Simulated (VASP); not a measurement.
Write the native input for VASP 6.6.1 that does the following.

| Item | Value |
| --- | --- |
| Task | single point |
| Functional | PBE |
| Potentials or basis | VASP PAW PBE potentials, release 64 (Al, H) |
| Cutoff | 520 eV |
| k mesh | 6 × 6 × 1 |
| Occupations | gaussian, width 0.1 eV |
| Spin | collinear spin, ferromagnetic start |
| Starting moments | [0.0, 0.0, 0.0, 0.0, 0.0, 0.0, 0.0, 0.0, 0.0, 0.0, 0.0, 0.0, 1.0] μB |
| Dipole correction | yes |
| Further INCAR settings | ALGO = Normal; EDIFF = 1e-06; NBANDS = 34 |

The structure of Al12H lies in POSCAR:

```
Al12H
1.0
    5.7143028096      0.0000000000      0.0000000000
   -2.8571514048      4.9487313980      0.0000000000
    0.0000000000      0.0000000000     21.6016424764
Al H
12 1
Direct
    0.3333333333      0.1666666667      0.1851711047
    0.3333333333      0.6666666667      0.1851711047
    0.8333333333      0.1666666667      0.1851711047
    0.8333333333      0.6666666667      0.1851711047
    0.1666666667      0.3333333333      0.2916873740
    0.1666666667      0.8333333333      0.2916873740
    0.6666666667      0.3333333333      0.2916873740
    0.6666666667      0.8333333333      0.2916873740
    0.0000000000      0.0000000000      0.3981939098
    0.0000000000      0.5000000000      0.3981939098
    0.5000000000      0.0000000000      0.3981939098
    0.5000000000      0.5000000000      0.3981939098
    0.3333333333     -0.3333333333      0.5495712879
```

The input as run:

INCAR

```
ALGO = Normal
DIPOL = 0.5 0.5 0.312
EDIFF = 1E-6
ENCUT = 520
GGA = PE
IDIPOL = 3
ISIF = 2
ISMEAR = 0
ISPIN = 2
LASPH = True
LCHARG = False
LDIPOL = True
LORBIT = 11
LREAL = False
LWAVE = False
MAGMOM = 0 0 0 0 0 0 0 0 0 0 0 0 1
NBANDS = 34
NELM = 150
PREC = Accurate
SIGMA = 0.1
```

KPOINTS

```
k-points
0
Gamma
  6 6 1
```

Potentials or basis: VASP PAW PBE potentials, release 64 (Al, H).

Command:

```console
$ cat potpaw_PBE.64/Al/POTCAR potpaw_PBE.64/H/POTCAR > POTCAR
$ mpirun -np 1 vasp_std > vasp.out
```

It gave:

```
Largest force                                         : 0.079 eV/Å
Band gap on the k mesh                                : zero (filled and empty bands overlap)
Net moment                                            : 0.98 μB per cell
Site moments                                          : Al +0.00, -0.00; H +0.37 μB
Valence electrons inside the program's atomic spheres : Al 0.76, 0.78; H 0.38
```

Wall time 11 min on 1 thread of Oxide Virtual Turin-like Processor (shared host), peak memory 0.88 GiB.
